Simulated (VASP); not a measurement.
A run of VASP 6.6.1 is set up as follows.

The input INCAR:

```
SYSTEM = Mn2ZnAs2
  ALGO = Normal
  EDIFF = 1E-6
  ENCUT = 520
  GGA = PE
  ISIF = 2
  ISMEAR = -1
  ISPIN = 2
  LASPH = .True.
  LCHARG = .False.
  LMAXMIX = 4
  LORBIT = 11
  LREAL = .False.
  LWAVE = .False.
  MAGMOM = 4.5 4.5 0 0 0
  NBANDS = 36
  NELM = 150
  PREC = Accurate
  SIGMA = 0.05
```

The input KPOINTS:

```
k-points
0
Gamma
  8 8 5
  0 0 0
```

POSCAR

```
Mn2ZnAs2
1.0
    4.0990000000      0.0000000000      0.0000000000
   -2.0495000000      3.5498381300      0.0000000000
    0.0000000000      0.0000000000      6.5720000000
Mn Zn As
2 1 2
Direct
    0.3333333300      0.6666666700      0.3694400000
    0.6666666700      0.3333333300      0.6305600000
    0.0000000000      0.0000000000      0.0000000000
    0.3333333300      0.6666666700      0.7679300000
    0.6666666700      0.3333333300      0.2320700000
```

Potentials or basis: VASP PAW PBE potentials, release 64 (Mn_pv, Zn, As).

Command:

```sh
$ cat potpaw_PBE.64/Mn_pv/POTCAR potpaw_PBE.64/Zn/POTCAR potpaw_PBE.64/As/POTCAR > POTCAR
$ mpirun -np 1 vasp_std > vasp.out
```

**Question.** Predict the site moments.

**Answer.** Mn +3.47; Zn +0.05; As -0.09 μB.

**Question.** What does it give for the largest force?

**Answer.** 0.570 eV/Å.

Forces on the atoms (eV/Å):
```
Mn   0.000  0.000  0.301
Mn   0.000  0.000 -0.301
Zn   0.000  0.000  0.000
As   0.000  0.000 -0.570
As   0.000  0.000  0.570
```

Caveat: the cell stands under tension; the run started ferromagnetic, and an antiferromagnetic order may lie lower in energy.
